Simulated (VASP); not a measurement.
# Ge (P4_322) in VASP: relaxation of cell and atoms with PBE

Aim: the relaxation of cell and atoms of Ge with PBE.

Program: VASP 6.6.1. These are calculated values, not measurements. Logs are shortened: lines on timing, memory, paths and dates and some standing lists are left out, and cuts for length are marked.

## 1. The cell of the first run

The structure is tetragonal, space group P4_322 (No. 95). Conventional cell: a = 7.058 Å, b = 7.058 Å, c = 3.774 Å, α = 90.00°, β = 90.00°, γ = 90.00°. Within 3.1 Å of Ge (site symmetry 1) lie 4 Ge at 2.33 to 2.43 Å.

The cell was built from a structure type or drawn by symmetry, and may not be a known phase.

## 2. Relaxation of cell and atoms, PBE

The input, INCAR:

```
SYSTEM = Ge
ALGO     = Normal         ! electronic algorithm
EDIFF    = 1E-6           ! SCF threshold, eV
EDIFFG   = -0.04          ! ionic threshold
ENCUT    = 600            ! plane-wave cutoff, eV
GGA      = PE             ! functional
IBRION   = 2              ! ionic algorithm
ISIF     = 3              ! what is computed and relaxed
ISMEAR   = 0              ! smearing method
LASPH    = .TRUE.         ! aspherical terms in the spheres
LCHARG   = .FALSE.        ! write CHGCAR
LREAL    = .FALSE.        ! projectors in reciprocal space
LWAVE    = .FALSE.        ! write WAVECAR
NELM     = 80             ! most SCF steps
NSW      = 90             ! ionic steps
PREC     = Accurate       ! precision mode
SIGMA    = 0.1            ! smearing width, eV
```

The input, KPOINTS:

```
k-points
0
G
  4 4 4
  0 0 0
```

The input, POSCAR:

```
Ge
1.0
    7.0579586500      0.0000000000      0.0000000000
    0.0000000000      7.0579586500      0.0000000000
    0.0000000000      0.0000000000      3.7739991000
Ge
8
Direct
    0.1032208100      0.3296015700      0.2416469600
    0.8967791900      0.6703984300      0.7416469600
    0.6703984300      0.1032208100      0.9916469600
    0.3296015700      0.8967791900      0.4916469600
    0.3296015700      0.1032208100      0.0083530400
    0.6703984300      0.8967791900      0.5083530400
    0.8967791900      0.3296015700      0.7583530400
    0.1032208100      0.6703984300      0.2583530400
```

Potentials or basis: VASP PAW PBE potentials, release 64 (Ge_d).

Run with:

```bash
cat potpaw_PBE.64/Ge_d/POTCAR > POTCAR
mpirun -np 1 vasp_std > vasp.out
```

OUTCAR:

```text
SYSTEM = Ge
   EDIFF = 1E-6
   EDIFFG = -0.04
   ENCUT = 600
   GGA = PE
   IBRION = 2
   ISIF = 3
   ISMEAR = 0
   LASPH = .TRUE.
   LREAL = .FALSE.
   NELM = 80
   NSW = 90
   PREC = Accurate

 ion  position               nearest neighbor table
   1  0.103  0.330  0.242-   7 2.33   8 2.41   5 2.43   7 2.43
   2  0.897  0.670  0.742-   8 2.33   7 2.41   6 2.43   8 2.43
   3  0.670  0.103  0.992-   6 2.33   5 2.41   7 2.43   6 2.43
   4  0.330  0.897  0.492-   5 2.33   6 2.41   8 2.43   5 2.43
   5  0.330  0.103  0.008-   4 2.33   3 2.41   1 2.43   4 2.43
   6  0.670  0.897  0.508-   3 2.33   4 2.41   2 2.43   3 2.43
   7  0.897  0.330  0.758-   1 2.33   2 2.41   3 2.43   1 2.43
   8  0.103  0.670  0.258-   2 2.33   1 2.41   4 2.43   2 2.43

  LATTYP: Found a simple tetragonal cell.
 ALAT       =     7.0579586500
 C/A-ratio  =     0.5347153883

  Lattice vectors:

 A1 = (   7.0579586500,   0.0000000000,   0.0000000000)
 A2 = (   0.0000000000,   7.0579586500,   0.0000000000)
 A3 = (   0.0000000000,   0.0000000000,   3.7739991000)

Analysis of symmetry for initial positions (statically):
=====================================================================
 Subroutine PRICEL returns:
 Original cell was already a primitive cell.

 Routine SETGRP: Setting up the symmetry group for a
 simple tetragonal supercell.

 Subroutine GETGRP returns: Found  8 space group operations
 (whereof  2 operations were pure point group operations)
 out of a pool of 16 trial point group operations.

The static configuration has the point symmetry C_2 .
 The point group associated with its full space group is D_4 .

Analysis of symmetry for dynamics (positions and initial velocities):
=====================================================================
 Subroutine PRICEL returns:
 Original cell was already a primitive cell.

 Routine SETGRP: Setting up the symmetry group for a
 simple tetragonal supercell.

 Subroutine GETGRP returns: Found  8 space group operations
 (whereof  2 operations were pure point group operations)
 out of a pool of 16 trial point group operations.

The dynamic configuration has the point symmetry C_2 .
 The point group associated with its full space group is D_4 .

 Subroutine INISYM returns: Found  8 space group operations
 (whereof  2 operations are pure point group operations),
 and found     1 'primitive' translations

----------------------------------------------------------------------------------------

                                     Primitive cell

  volume of cell :     188.0009

  direct lattice vectors                    reciprocal lattice vectors
     7.057958650  0.000000000  0.000000000     0.141684026  0.000000000  0.000000000
     0.000000000  7.057958650  0.000000000     0.000000000  0.141684026  0.000000000
     0.000000000  0.000000000  3.773999100     0.000000000  0.000000000  0.264970916

  length of vectors
     7.057958650  7.057958650  3.773999100     0.141684026  0.141684026  0.264970916

  position of ions in fractional coordinates (direct lattice)
     0.103220810  0.329601570  0.241646960
     0.896779190  0.670398430  0.741646960
     0.670398430  0.103220810  0.991646960
     0.329601570  0.896779190  0.491646960
     0.329601570  0.103220810  0.008353040
     0.670398430  0.896779190  0.508353040
     0.896779190  0.329601570  0.758353040
     0.103220810  0.670398430  0.258353040

  ion indices of the primitive-cell ions
   primitive index   ion index
                 1           1
                 2           2
                 3           3
                 4           4
                 5           5
                 6           6
                 7           7
                 8           8

----------------------------------------------------------------------------------------

 KPOINTS: k-points

Automatic generation of k-mesh.
 Grid dimensions read from file:
 generate k-points for:    4    4    4

 Generating k-lattice:

  Cartesian coordinates                     Fractional coordinates (reciprocal lattice)
     0.035421007  0.000000000  0.000000000     0.250000000  0.000000000  0.000000000
     0.000000000  0.035421007  0.000000000     0.000000000  0.250000000  0.000000000
     0.000000000  0.000000000  0.066242729     0.000000000  0.000000000  0.250000000

  Length of vectors
     0.035421007  0.035421007  0.066242729

  Shift w.r.t. Gamma in fractional coordinates (k-lattice)
     0.000000000  0.000000000  0.000000000

 Subroutine IBZKPT returns following result:
 ===========================================

 Found     18 irreducible k-points:

 Following reciprocal coordinates:
            Coordinates               Weight
  0.000000  0.000000  0.000000      1.000000
  0.250000  0.000000  0.000000      4.000000
  0.500000  0.000000  0.000000      2.000000
  0.250000  0.250000  0.000000      4.000000
  0.500000  0.250000  0.000000      4.000000
  0.500000  0.500000  0.000000      1.000000
[... 10 lines left out ...]
  0.500000  0.250000  0.500000      4.000000
  0.500000  0.500000  0.500000      1.000000
   k-points           NKPTS =     18   k-points in BZ     NKDIM =     18   number of bands    NBANDS=     67
   number of dos      NEDOS =    301   number of ions     NIONS =      8
   total plane-waves  NPLWV =  94080
   dimension x,y,z NGX =    56 NGY =   56 NGZ =   30
   dimension x,y,z NGXF=   112 NGYF=  112 NGZF=   60
   ions per type =               8
   NGX,Y,Z   is equivalent  to a cutoff of  13.19, 13.19, 13.22 a.u.
   NGXF,Y,Z  is equivalent  to a cutoff of  26.38, 26.38, 26.43 a.u.
 SYSTEM =  Ge
   PREC   = accura    normal or accurate (medium, high low for compatibility)
   ISTART =      0    job   : 0-new  1-cont  2-samecut
   ICHARG =      2    charge: 1-file 2-atom 10-const
   ISPIN  =      1    spin polarized calculation?
   LNONCOLLINEAR =      F non collinear calculations
   LSORBIT =      F    spin-orbit coupling
   LASPH  =      T    aspherical Exc in radial PAW
   ENCUT  =  600.0 eV  44.10 Ry    6.64 a.u.  14.10 14.10  7.54*2*pi/ulx,y,z
   NELM   =     80;   NELMIN=  2; NELMDL= -5     # of ELM steps
   EDIFF  = 0.1E-05   stopping-criterion for ELM
   LREAL  =      F    real-space projection
   EDIFFG = -.4E-01   stopping-criterion for IOM
   NSW    =     90    number of steps for IOM
   IBRION =      2    ionic relax: 0-MD 1-quasi-New 2-CG
   NFREE  =      1    steps in history (QN), initial steepest desc. (CG)
   ISIF   =      3    stress and relaxation
   ISYM   =      2    0-nonsym 1-usesym 2-fastsym
   POTIM  = 0.5000    time-step for ionic-motion
   TEBEG  =    0.0;   TEEND  =   0.0 temperature during run
   PSTRESS=    0.0 pullay stress
   NELECT =     112.0000    total number of electrons
   NUPDOWN=      -1.0000    fix difference up-down
   EMIN   =  10.00;   EMAX   =-10.00  energy-range for DOS
   EFERMI =   0.00;   METHOD = LEGACY
   ISMEAR =     0;   SIGMA  =   0.10  broadening in eV -4-tet -1-fermi 0-gaus
   EFERMI_NEDOS =   21; number of points for ismear=-14 and -15
   IALGO  =     38    algorithm
   IMIX   =      4    mixing-type and parameters
     AMIX     =   0.40;   BMIX     =  1.00
     AMIX_MAG =   1.60;   BMIX_MAG =  1.00
  volume/ion in A,a.u.               =      23.50       158.59
  Fermi-wavevector in a.u.,A,eV,Ry     =   1.377508  2.603113 25.817444  1.897529
  Thomas-Fermi vector in A             =   2.502655
   LORBIT       =      0    0 simple, 1 ext, 2 COOP (PROOUT), +10 PAW based schemes
   GGA     = PE    functional components
   LHFCALC =     F    Hartree Fock is set to
   AEXX    =    0.0000 exact exchange contribution
   IVDW    =     0    specifies the selected vdW correction
   LEPSILON=     F    determine dielectric tensor
   LRPA    =     F    only Hartree local field effects (RPA)
 conjugate gradient relaxation of ions
 non-spin polarized calculation
 Gauss-broadening in eV      SIGMA  =   0.10
  energy-cutoff  :      600.00
  volume of cell :      188.00
 maximum number of plane-waves:      6320
   NGX = 29   NGY = 29   NGZ = 15

--------------------------------------- Ionic step        1  -------------------------------------------

 number of electron     112.0000059 magnetization

 Free energy of the ion-electron system (eV)
  ---------------------------------------------------
  ext. energy  EPLUGINS =         0.00000000
  ---------------------------------------------------
  free energy    TOTEN  =       -32.38828213 eV

  energy without entropy =      -32.38001648  energy(sigma->0) =      -32.38414930

 E-fermi :   4.4498     XC(G=0):  -9.5010

 val. band max:        4.3673192263   @ k =   0.5000   0.0000   0.0000
 cond. band min:       4.4611122884   @ k =   0.2500   0.0000   0.0000
 fundamental gap:      0.0937930622
 Fermi energy:         4.4498138260

 k-point     1 :       0.0000    0.0000    0.0000
  band No.  band energies     occupation
      1     -20.3747      2.00000
      2     -20.3248      2.00000
      3     -20.3248      2.00000
      4     -20.3116      2.00000
      5     -20.3080      2.00000
      6     -20.2759      2.00000
[... 1481 lines left out ...]
 POSITION                                       TOTAL-FORCE (eV/Angst)
 -----------------------------------------------------------------------------------
      0.79102      2.45709      0.96771         0.030003     -0.014208     -0.082685
      6.65941      4.99334      2.98015        -0.030003      0.014208     -0.082685
      4.99334      0.79102      3.98637         0.014208      0.030003     -0.082685
      2.45709      6.65941      1.97393        -0.014208     -0.030003     -0.082685
      2.45709      0.79102      0.03851        -0.014208      0.030003      0.082685
      4.99334      6.65941      2.05095         0.014208     -0.030003      0.082685
      6.65941      2.45709      3.05717        -0.030003     -0.014208      0.082685
      0.79102      4.99334      1.04473         0.030003      0.014208      0.082685
 -----------------------------------------------------------------------------------
    total drift:                                0.000000     -0.000000      0.000000

  FREE ENERGIE OF THE ION-ELECTRON SYSTEM (eV)
  ---------------------------------------------------
  free  energy   TOTEN  =       -33.5750187068 eV

  energy  without entropy=      -33.5608628458  energy(sigma->0) =      -33.56794078

--------------------------------------- Ionic step        7  -------------------------------------------

 number of electron     112.0000002 magnetization

 Free energy of the ion-electron system (eV)
  ---------------------------------------------------
  ext. energy  EPLUGINS =         0.00000000
  ---------------------------------------------------
  free energy    TOTEN  =       -33.57743841 eV

  energy without entropy =      -33.56363673  energy(sigma->0) =      -33.57053757

 E-fermi :   3.0520     XC(G=0):  -8.7605

 val. band max:        3.0427200729   @ k =   0.5000   0.0000   0.0000
 cond. band min:       3.0808412854   @ k =   0.5000   0.0000   0.5000
 fundamental gap:      0.0381212124
 Fermi energy:         3.0519762419

 k-point     1 :       0.0000    0.0000    0.0000
  band No.  band energies     occupation
      1     -21.5718      2.00000
      2     -21.5333      2.00000
      3     -21.5314      2.00000
      4     -21.5314      2.00000
      5     -21.5264      2.00000
      6     -21.5003      2.00000
[... 1262 lines left out ...]
 VOLUME and BASIS-vectors are now :
 -----------------------------------------------------------------------------
  energy-cutoff  :      600.00
  volume of cell :      222.75
      direct lattice vectors                 reciprocal lattice vectors
     7.440425249  0.000000000 -0.000000000     0.134400920 -0.000000000  0.000000000
    -0.000000000  7.440425249  0.000000000     0.000000000  0.134400920  0.000000000
    -0.000000000  0.000000000  4.023705868     0.000000000 -0.000000000  0.248527112

 POSITION                                       TOTAL-FORCE (eV/Angst)
 -----------------------------------------------------------------------------------
      0.79099      2.45386      0.96211         0.018759     -0.007956     -0.009043
      6.64944      4.98657      2.97397        -0.018759      0.007956     -0.009043
      4.98657      0.79099      3.97989         0.007956      0.018759     -0.009043
      2.45386      6.64944      1.96804        -0.007956     -0.018759     -0.009043
      2.45386      0.79099      0.04381        -0.007956      0.018759      0.009043
      4.98657      6.64944      2.05567         0.007956     -0.018759      0.009043
      6.64944      2.45386      3.06159        -0.018759     -0.007956      0.009043
      0.79099      4.98657      1.04974         0.018759      0.007956      0.009043
 -----------------------------------------------------------------------------------
    total drift:                                0.000000     -0.000000      0.000000

  FREE ENERGIE OF THE ION-ELECTRON SYSTEM (eV)
  ---------------------------------------------------
  free  energy   TOTEN  =       -33.5774384066 eV

  energy  without entropy=      -33.5636367345  energy(sigma->0) =      -33.57053757

 reached required accuracy - stopping structural energy minimisation
```

Wall time 22 min (1 thread of Intel Xeon Platinum 8259CL at 2.50GHz (Skylake/Cascade Lake), shared host); peak memory 0.41 GiB.

Results:

| Property | Result |
| --- | --- |
| Free energy | -33.5774 eV |
| Relaxed volume | 27.84 Å³/atom |
| Relaxed cell | a = 7.440 Å, b = 7.440 Å, c = 4.024 Å, α = 90.00°, β = 90.00°, γ = 90.00° |
| Space group after relaxing (to 0.1 Å) | P4_322 (No. 95) |
| Energy gained by relaxing | 148.6 meV/atom |
| Ionic steps | 7 |
| Pressure after relaxing | 0.1 GPa |
| Largest force after relaxing | 0.022 eV/Å |
| Band gap on the k mesh | zero (bands 56 and 57 overlap by 0.19 eV) |

Forces on the atoms (eV/Å):
```
Ge   0.019 -0.008 -0.009
Ge  -0.019  0.008 -0.009
Ge   0.008  0.019 -0.009
Ge  -0.008 -0.019 -0.009
Ge  -0.008  0.019  0.009
Ge   0.008 -0.019  0.009
Ge  -0.019 -0.008  0.009
Ge   0.019  0.008  0.009
```

Step by step:
```
step  energy change (eV)  largest force (eV/Å)  pressure (GPa)  volume (Å³)
   1              0.0000                1.1929           11.91       188.00
   2             -0.8412                0.6670           -3.30       239.59
   3             -1.1484                0.2865            0.36       218.57
   4             -1.1759                0.1736            0.09       220.86
   5             -1.1860                0.0989           -0.10       222.78
   6             -1.1867                0.0891           -0.14       223.42
   7             -1.1892                0.0223            0.06       222.75
```

Final structure:
```xyz
8
Lattice="7.4404 0.0000 0.0000 0.0000 7.4404 0.0000 0.0000 0.0000 4.0237" Properties=species:S:1:pos:R:3 pbc="T T T"
Ge    0.7910    2.4539    0.9621
Ge    6.6494    4.9866    2.9740
Ge    4.9866    0.7910    3.9799
Ge    2.4539    6.6494    1.9680
Ge    2.4539    0.7910    0.0438
Ge    4.9866    6.6494    2.0557
Ge    6.6494    2.4539    3.0616
Ge    0.7910    4.9866    1.0497
```

Caveat: the k points lie up to 0.39 Å⁻¹ apart in the final cell; the volume moved by over 15 % at a fixed basis, so the end points are rough; semilocal functionals underestimate gaps, so a narrow gap can read as zero.
